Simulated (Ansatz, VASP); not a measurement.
## InSe in VASP and in Ansatz

File POSCAR:

```
InSe
1.0
    4.5934948035      0.0000000000      0.0000000000
   -2.2967474017      3.9780831919      0.0000000000
    0.0000000000      0.0000000000      7.3563235199
In Se
2 2
Direct
    0.3333333333      0.6666666667      0.0000000000
    0.6666666667      0.3333333333      0.5000000000
    0.3333333333      0.6666666667      0.3821000000
    0.6666666667      0.3333333333      0.8821000000
```

INCAR.step1

```
SYSTEM = InSe
ALGO = Normal ; EDIFF = 1E-4
ENCUT = 520 ; GGA = PE
ISMEAR = 0 ; LASPH = .TRUE.
LCHARG = .FALSE. ; LREAL = .FALSE.
LWAVE = .TRUE. ; NBANDS = 27
NELM = 100 ; PREC = Accurate
SIGMA = 0.1
```

Contents of INCAR.step2:

```
SYSTEM = InSe
ALGO = Normal ; EDIFF = 1E-6
ENCUT = 520 ; ISIF = 2
ISMEAR = 0 ; ISTART = 1
LASPH = .TRUE. ; LCHARG = .FALSE.
LMIXTAU = .TRUE. ; LREAL = .FALSE.
LWAVE = .FALSE. ; METAGGA = R2SCAN
NBANDS = 27 ; NELM = 100
PREC = Accurate ; SIGMA = 0.1
```

Contents of KPOINTS:

```
k-points
0
G
  6 6 4
  0 0 0
```

Input for Ansatz:

```yaml
crystal:
  lattice:
    - [4.5934948035, 0.0, 0.0]
    - [-2.2967474017, 3.9780831919, 0.0]
    - [0.0, 0.0, 7.3563235199]
  atoms:
    - { symbol: In, position: [0.3333333333, 0.6666666667, 0.0] }
    - { symbol: In, position: [0.6666666667, 0.3333333333, 0.5] }
    - { symbol: Se, position: [0.3333333333, 0.6666666667, 0.3821] }
    - { symbol: Se, position: [0.6666666667, 0.3333333333, 0.8821] }
basis:
  ecutwfc: 500
kpoints:
  mp_grid: { grid: [6, 6, 4] }
hamiltonian:
  xc: r2scan
scf:
  occupations: { method: gaussian, width: 0.1 }
  lower_state_search: "off"
output:
  forces: true
  stress: true
  eigenvalues: true
```

Alike in both runs: task single point; functional r2SCAN; k mesh 6 × 6 × 4; occupations gaussian, width 0.1 eV; no spin polarisation.

```csv
,VASP,Ansatz
version,VASP 6.6.1,Ansatz 0.2.0
potentials or method,"VASP PAW PBE potentials, release 64 (In_d, Se), cutoff 520 eV","scalar-relativistic, plane waves, PAW"
valence electrons in the cell,38,58
```

|  | VASP | Ansatz | Ansatz less VASP |
| --- | --- | --- | --- |
| gap on the k mesh at the Fermi level (eV) | none | none | - |
| pressure (GPa) | 0.5 | 0.4 | -0.01 |
| traceless stress, the component that is largest in VASP (GPa) | -0.26 | -0.26 | -0.006 |
| rms of the force components (eV/Å) | 0.007 | 0.007 | 0.0000 |

VASP's potentials were made for PBE, not for r2SCAN. Atom by atom the forces differ by 0.000 eV/Å (rms over components). A gap of «none» marks a metal or a gap that the smearing closes. VASP's potentials hold 38 valence electrons a cell and Ansatz's 58, so a difference there can come from the potentials and not from the codes.
